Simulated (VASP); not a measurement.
A run of VASP 6.6.1:

INCAR

```
PREC = Accurate
ENCUT = 520
EDIFF = 1E-6
ISMEAR = 0
SIGMA = 0.1
LREAL = Auto
LASPH = T
NELM = 60
ALGO = Fast
ISIF = 2
LWAVE = F
LCHARG = T
GGA = PE
LELF = T
LVHAR = T
NBANDS = 71
ISYM = 0
```

File KPOINTS:

```
Automatic mesh
0
Gamma
  3 3 3
```

Contents of POSCAR:

```
Ca9Mg2Si5
1.0
    6.4547480655      0.3596545092     -0.2747479572
    0.3757267820      7.9381611501     -0.2779359839
   -0.3018968840     -0.2791378937      9.1440442980
Mg Si Ca
2 5 9
Direct
    0.3274447425      0.3466968831      0.8723305067
    0.6100732757      0.5534758498      0.0346147550
    0.0377392171      0.5078522765      0.0720377466
    0.3651386066      0.3631635581      0.1888328773
    0.5796778670      0.0450519085      0.7447495061
    0.1978650897      0.0429395772      0.7714923056
    0.8595578231      0.7801862100      0.1848132948
    1.0059266611      0.1414503960      0.1142864458
    0.5053392904      1.0064715208      0.0547055440
    0.8592526709      0.9535444396      0.4943525651
    0.8120952444      0.4834772558      0.3681018279
    0.3022109532      0.7254072692      0.2930012676
    0.3361558293      0.2261570275      0.4964834291
    0.8416939434      0.3279471664      0.7590748487
    0.4218243434      0.7063940979      0.6879888182
    0.9408954438      0.7796395682      0.8587640309
```

Potentials or basis: VASP PAW PBE potentials, release 64 (Mg, Si, Ca_sv).

Run with:

```sh
$ cat potpaw_PBE.64/Mg/POTCAR potpaw_PBE.64/Si/POTCAR potpaw_PBE.64/Ca_sv/POTCAR > POTCAR
$ mpirun -np 1 vasp_std > vasp.out
```

Hardware: 1 thread of Intel(R) Xeon(R) 6975P-C (Granite Rapids) (shared host).

Problem. How long does it take, and how much memory?

Solution. Wall time 12 min on 1 thread of Intel(R) Xeon(R) 6975P-C (Granite Rapids), with other jobs on the host, peak memory 0.62 GiB. Counts: scf iterations 25, k points 14.
